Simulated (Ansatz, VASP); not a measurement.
**One calculation of TiO2, two programs**

INCAR

```
PREC = Accurate
ENCUT = 520
EDIFF = 1E-6
ISMEAR = -1
SIGMA = 0.02
LREAL = F
LASPH = T
NELM = 80
ALGO = Normal
ISIF = 2
LWAVE = F
LCHARG = F
GGA = PE
NBANDS = 19
```

Contents of KPOINTS:

```
Automatic mesh
0
Gamma
  10 10 10
```

File POSCAR:

```
TiO2
1.0
    0.0000000000      2.3275589332      2.3968272404
    2.3275589332      0.0000000000      2.3968272404
    2.3275589332      2.3275589332      0.0000000000
Ti O
1 2
Direct
    0.0000000000      0.0000000000      0.0000000000
    0.2500000000      0.2500000000      0.2500000000
    0.7500000000      0.7500000000      0.7500000000
```

Input for Ansatz:

```yaml
crystal:
  lattice:
    - [0.0, 2.3275589332, 2.3968272404]
    - [2.3275589332, 0.0, 2.3968272404]
    - [2.3275589332, 2.3275589332, 0.0]
  atoms:
    - { symbol: Ti, position: [0.0, 0.0, 0.0] }
    - { symbol: O, position: [0.25, 0.25, 0.25] }
    - { symbol: O, position: [0.75, 0.75, 0.75] }
kpoints:
  mp_grid: { grid: [10, 10, 10] }
  band_path:
    path:
      - [0.0, 0.0, 0.0]
      - [0.5, 0.0, 0.5]
      - [0.625, 0.25, 0.625]
      - [0.375, 0.375, 0.75]
      - [0.5, 0.5, 0.5]
      - [0.5, 0.25, 0.75]
    npoints: 1
hamiltonian:
  xc: pbe
scf:
  occupations: { method: fermi_dirac, width: 0.02 }
  n_extra_bands: 4
output:
  forces: true
  stress: true
  eigenvalues: true
  write_density: true
  write_potential: true
  elf: true
  volumetric_format: npy
```

Change from the starting cell: biaxial_xy strain -2.9%.

Alike in both runs: task single point; functional PBE; k mesh 10 × 10 × 10; occupations fermi-dirac, width 0.02 eV; no spin polarisation.

|  | VASP | Ansatz |
| --- | --- | --- |
| version | VASP 6.6.1 | Ansatz 0.2.0 |
| potentials or method | VASP PAW PBE potentials, release 64 (Ti_sv, O) | plane waves, PAW |
| plane-wave cutoff (eV) | 520 | 420 |
| valence electrons in the cell | 24 | 24 |

```tsv
	VASP	Ansatz	Ansatz less VASP
gap on the k mesh at the Fermi level (eV)	0.95	0.97	+0.019
pressure (GPa)	25.2	24.1	-1.05
traceless stress, the component that is largest in VASP (GPa)	-11.53	-11.60	-0.075
```
